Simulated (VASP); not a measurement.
# FeS2 (Pnnm) in VASP: single point with r2SCAN

Aim: the single point of FeS2 with r2SCAN.

Program: VASP 6.6.1. These are calculated values, not measurements. Logs are shortened: lines on timing, memory, paths and dates and some standing lists are left out, and cuts for length are marked.

## (1) The cell of the first run

Symmetry: Pnnm, No. 58, orthorhombic system. Conventional cell: a = 4.531 Å, b = 5.456 Å, c = 3.383 Å, α = 90.00°, β = 90.00°, γ = 90.00°. Fe (site symmetry 2/m) has 6 S at 2.23 to 2.25 Å within 3.0 Å. S (site symmetry m) has 3 Fe at 2.23 to 2.25 Å and 12 S at 2.40 to 3.38 Å within 3.4 Å.

## (2) Single point, r2SCAN

POSCAR

```
FeS2
1.0
    4.5314140000      0.0000000000      0.0000000000
    0.0000000000      5.4558080000      0.0000000000
    0.0000000000      0.0000000000      3.3825250000
Fe S
2 4
Direct
    0.0000000000      0.0000000000      0.0000000000
    0.5000000000      0.5000000000      0.5000000000
    0.2134000000      0.3690000000      0.0000000000
    0.7866000000      0.6310000000      0.0000000000
    0.7134000000      0.1310000000      0.5000000000
    0.2866000000      0.8690000000      0.5000000000
```

INCAR.step1

```
SYSTEM = FeS2
PREC = Accurate
ENCUT = 660
ISMEAR = -1
SIGMA = 0.1
LREAL = .False.
LASPH = .True.
NELM = 120
NBANDS = 29
GGA = PE
ALGO = Normal
EDIFF = 1E-5
LWAVE = .True.
LCHARG = .False.
GGA_COMPAT = .False.
```

INCAR.step2

```
SYSTEM = FeS2
PREC = Accurate
ENCUT = 660
EDIFF = 1E-6
ISMEAR = -1
SIGMA = 0.1
LREAL = .False.
LASPH = .True.
NELM = 120
ALGO = Normal
ISIF = 2
LWAVE = .False.
LCHARG = .True.
METAGGA = R2SCAN
LMIXTAU = .True.
LELF = .True.
LVHAR = .True.
NBANDS = 29
ISTART = 1
GGA_COMPAT = .False.
```

KPOINTS

```
Automatic mesh
0
Gamma
  6 5 8
  0 0 0
```

Potentials or basis: VASP PAW PBE potentials, release 64 (Fe, S).

The run is started by

```console
$ cat potpaw_PBE.64/Fe/POTCAR potpaw_PBE.64/S/POTCAR > POTCAR
$ cp INCAR.step1 INCAR
$ mpirun -np 1 vasp_std > vasp.out
$ cp INCAR.step2 INCAR
$ mpirun -np 1 vasp_std > vasp.out
```

OUTCAR:

```text
SYSTEM = FeS2
   PREC = Accurate
   ENCUT = 660
   EDIFF = 1E-6
   ISMEAR = -1
   LREAL = .False.
   LASPH = .True.
   NELM = 120
   ISIF = 2
   METAGGA = R2SCAN
   ISTART = 1

 ion  position               nearest neighbor table
   1  0.000  0.000  0.000-   3 2.23   4 2.23   5 2.25   6 2.25   5 2.25   6 2.25
   2  0.500  0.500  0.500-   5 2.23   6 2.23   3 2.25   4 2.25   3 2.25   4 2.25
   3  0.213  0.369  0.000-   1 2.23   2 2.25   2 2.25   4 2.40
   4  0.787  0.631  0.000-   1 2.23   2 2.25   2 2.25   3 2.40
   5  0.713  0.131  0.500-   2 2.23   1 2.25   1 2.25   6 2.40
   6  0.287  0.869  0.500-   2 2.23   1 2.25   1 2.25   5 2.40

  LATTYP: Found a simple orthorhombic cell.
 ALAT       =     3.3825250000
 B/A-ratio  =     1.3396542524
 C/A-ratio  =     1.6129394461

  Lattice vectors:

 A1 = (   0.0000000000,   0.0000000000,   3.3825250000)
 A2 = (   4.5314140000,   0.0000000000,   0.0000000000)
 A3 = (   0.0000000000,   5.4558080000,   0.0000000000)

Analysis of symmetry for initial positions (statically):
=====================================================================
 Subroutine PRICEL returns:
 Original cell was already a primitive cell.

 Routine SETGRP: Setting up the symmetry group for a
 simple orthorhombic supercell.

 Subroutine GETGRP returns: Found  8 space group operations
 (whereof  4 operations were pure point group operations)
 out of a pool of  8 trial point group operations.

The static configuration has the point symmetry C_2h.
 The point group associated with its full space group is D_2h.

Analysis of symmetry for dynamics (positions and initial velocities):
=====================================================================
 Subroutine PRICEL returns:
 Original cell was already a primitive cell.

 Routine SETGRP: Setting up the symmetry group for a
 simple orthorhombic supercell.

 Subroutine GETGRP returns: Found  8 space group operations
 (whereof  4 operations were pure point group operations)
 out of a pool of  8 trial point group operations.

The dynamic configuration has the point symmetry C_2h.
 The point group associated with its full space group is D_2h.

 Subroutine INISYM returns: Found  8 space group operations
 (whereof  4 operations are pure point group operations),
 and found     1 'primitive' translations

----------------------------------------------------------------------------------------

                                     Primitive cell
[... 89 lines left out ...]
 SYSTEM =  FeS2
   PREC   = accura    normal or accurate (medium, high low for compatibility)
   ISTART =      1    job   : 0-new  1-cont  2-samecut
   ICHARG =      0    charge: 1-file 2-atom 10-const
   ISPIN  =      1    spin polarized calculation?
   LNONCOLLINEAR =      F non collinear calculations
   LSORBIT =      F    spin-orbit coupling
   LASPH  =      T    aspherical Exc in radial PAW
   ENCUT  =  660.0 eV  48.51 Ry    6.96 a.u.   9.49 11.43  7.09*2*pi/ulx,y,z
   NELM   =    120;   NELMIN=  2; NELMDL=  0     # of ELM steps
   EDIFF  = 0.1E-05   stopping-criterion for ELM
   LREAL  =      F    real-space projection
[... 7 lines left out ...]
   TEBEG  =    0.0;   TEEND  =   0.0 temperature during run
   PSTRESS=    0.0 pullay stress
   NELECT =      40.0000    total number of electrons
   NUPDOWN=      -1.0000    fix difference up-down
   EMIN   =  10.00;   EMAX   =-10.00  energy-range for DOS
   EFERMI =   0.00;   METHOD = LEGACY
   ISMEAR =    -1;   SIGMA  =   0.10  broadening in eV -4-tet -1-fermi 0-gaus
   EFERMI_NEDOS =   21; number of points for ismear=-14 and -15
   IALGO  =     38    algorithm
   IMIX   =      4    mixing-type and parameters
     AMIX     =   0.40;   BMIX     =  1.00
     AMIX_MAG =   1.60;   BMIX_MAG =  1.00
  volume/ion in A,a.u.               =      13.94        94.05
  Fermi-wavevector in a.u.,A,eV,Ry     =   1.280315  2.419445 22.302763  1.639207
  Thomas-Fermi vector in A             =   2.412750
   LORBIT       =      0    0 simple, 1 ext, 2 COOP (PROOUT), +10 PAW based schemes
   METAGGA = R2SCAN    functional components
   LHFCALC =     F    Hartree Fock is set to
   AEXX    =    0.0000 exact exchange contribution
   IVDW    =     0    specifies the selected vdW correction
   LEPSILON=     F    determine dielectric tensor
   LRPA    =     F    only Hartree local field effects (RPA)
 non-spin polarized calculation
  energy-cutoff  :      660.00
  volume of cell :       83.62
 maximum number of plane-waves:      3242
 NGX is ok and might be reduce to    40
   NGX = 19   NGY = 23   NGZ = 15

 number of electron      39.9999988 magnetization

 Free energy of the ion-electron system (eV)
  ---------------------------------------------------
  ext. energy  EPLUGINS =         0.00000000
  ---------------------------------------------------
  free energy    TOTEN  =       -63.69373255 eV

  energy without entropy =      -63.69175534  energy(sigma->0) =      -63.69274394

 E-fermi :   7.6558     XC(G=0): -12.2788

 val. band max:        7.1067998001   @ k =   0.3333   0.0000   0.0000
 cond. band min:       8.0932466410   @ k =   0.0000   0.2000   0.0000
 fundamental gap:      0.9864468409
 Fermi energy:         7.6557767527

 k-point     1 :       0.0000    0.0000    0.0000
  band No.  band energies     occupation
      1      -9.7887      2.00000
      2      -7.1732      2.00000
      3      -5.9514      2.00000
      4      -5.2533      2.00000
      5      -0.4809      2.00000
      6       0.8569      2.00000
[... 757 lines left out ...]
     28      14.3228      0.00000
     29      15.6016      0.00000

 [... further k-points ...]
[... 5 lines left out ...]
  --------------------------------------------------------------------------------------
  -------------------------------------------------------------------------------------
  Total       -3.3238947     -2.4390616     -0.7906284      0.0000000      0.0000000      0.0000000
  in kB      -63.6830723    -46.7304010    -15.1477868      0.0000000      0.0000000      0.0000000
  external PRESSURE =     -41.8537534 kB  Pullay stress =       0.0000000 kB

 VOLUME and BASIS-vectors are now :
 -----------------------------------------------------------------------------
  energy-cutoff  :      660.00
  volume of cell :       83.62
      direct lattice vectors                 reciprocal lattice vectors
     4.531414000  0.000000000  0.000000000     0.220681668  0.000000000  0.000000000
     0.000000000  5.455808000  0.000000000     0.000000000  0.183290908  0.000000000
     0.000000000  0.000000000  3.382525000     0.000000000  0.000000000  0.295637135

 POSITION                                       TOTAL-FORCE (eV/Angst)
 -----------------------------------------------------------------------------------
      0.00000      0.00000      0.00000         0.000000      0.000000      0.000000
      2.26571      2.72790      1.69126         0.000000      0.000000      0.000000
      0.96700      2.01319      0.00000        -0.497560      0.429730      0.000000
      3.56441      3.44261      0.00000         0.497560     -0.429730     -0.000000
      3.23271      0.71471      1.69126        -0.497560     -0.429730      0.000000
      1.29870      4.74110      1.69126         0.497560      0.429730      0.000000
 -----------------------------------------------------------------------------------
    total drift:                                0.000000      0.000000     -0.000000

  FREE ENERGIE OF THE ION-ELECTRON SYSTEM (eV)
  ---------------------------------------------------
  free  energy   TOTEN  =       -63.6937325493 eV

  energy  without entropy=      -63.6917553359  energy(sigma->0) =      -63.69274394
```

OUTCAR.step1:

```text
SYSTEM = FeS2
   PREC = Accurate
   ENCUT = 660
   ISMEAR = -1
   LREAL = .False.
   LASPH = .True.
   NELM = 120
[... 1007 lines left out ...]
      3.56441      3.44261      0.00000         0.266340     -0.314095     -0.000000
      3.23271      0.71471      1.69126        -0.266340     -0.314095      0.000000
      1.29870      4.74110      1.69126         0.266340      0.314095     -0.000000
 -----------------------------------------------------------------------------------
    total drift:                                0.000000      0.000000     -0.000000

  FREE ENERGIE OF THE ION-ELECTRON SYSTEM (eV)
  ---------------------------------------------------
  free  energy   TOTEN  =       -36.0254210523 eV

  energy  without entropy=      -36.0157184275  energy(sigma->0) =      -36.02056974
```

OSZICAR.step1:

```text
N       E                     dE             d eps       ncg     rms          rms(c)
DAV:   1     0.367516123406E+03    0.36752E+03   -0.20480E+04  3480   0.172E+03
DAV:   2     0.584801818874E+01   -0.36167E+03   -0.34510E+03  3505   0.373E+02
DAV:   3    -0.373450548435E+02   -0.43193E+02   -0.40384E+02  4431   0.135E+02
DAV:   4    -0.397891696175E+02   -0.24441E+01   -0.24108E+01  4455   0.324E+01
DAV:   5    -0.398730524404E+02   -0.83883E-01   -0.83835E-01  4627   0.587E+00    0.271E+01
DAV:   6    -0.547334892625E+02   -0.14860E+02   -0.75319E+01  4769   0.136E+02    0.449E+01
DAV:   7    -0.355479308512E+02    0.19186E+02   -0.40184E+01  4120   0.131E+02    0.840E+00
DAV:   8    -0.361719469444E+02   -0.62402E+00   -0.85689E+00  4782   0.150E+01    0.522E+00
DAV:   9    -0.360261767879E+02    0.14577E+00   -0.44825E-01  5054   0.946E+00    0.136E+00
DAV:  10    -0.360260632179E+02    0.11357E-03   -0.58514E-02  4067   0.130E+00    0.554E-01
DAV:  11    -0.360257011452E+02    0.36207E-03   -0.45031E-03  5012   0.791E-01    0.284E-01
DAV:  12    -0.360254193336E+02    0.28181E-03   -0.52243E-04  5478   0.221E-01    0.125E-01
DAV:  13    -0.360254092060E+02    0.10128E-04   -0.99093E-05  5258   0.649E-02    0.701E-02
DAV:  14    -0.360254212312E+02   -0.12025E-04   -0.11318E-05  2528   0.269E-02    0.181E-02
DAV:  15    -0.360254210523E+02    0.17881E-06   -0.24042E-06  2405   0.144E-02
   1 F= -.36025421E+02 E0= -.36020570E+02  d E =-.970262E-02
```

Wall time 15 min (1 thread of Oxide Virtual Turin-like, shared host); peak memory 0.31 GiB.

Results:

```
Free energy            : -63.6937 eV
Pressure               : -4.2 GPa
Largest force          : 0.657 eV/Å
Band gap on the k mesh : 0.99 eV (least direct gap 1.30 eV)
```

Forces on the atoms (eV/Å):
```
Fe   0.000  0.000  0.000
Fe   0.000  0.000  0.000
S   -0.498  0.430  0.000
S    0.498 -0.430  0.000
S   -0.498 -0.430  0.000
S    0.498  0.430  0.000
```

Stress tensor (GPa, compression positive):
```
-6.37  0.00  0.00
 0.00 -4.67  0.00
 0.00  0.00 -1.51
```

Caveat: the cell stands under tension; the PAW data sets were made with another functional, which shifts forces and pressure a little. A k mesh can miss the band edges.
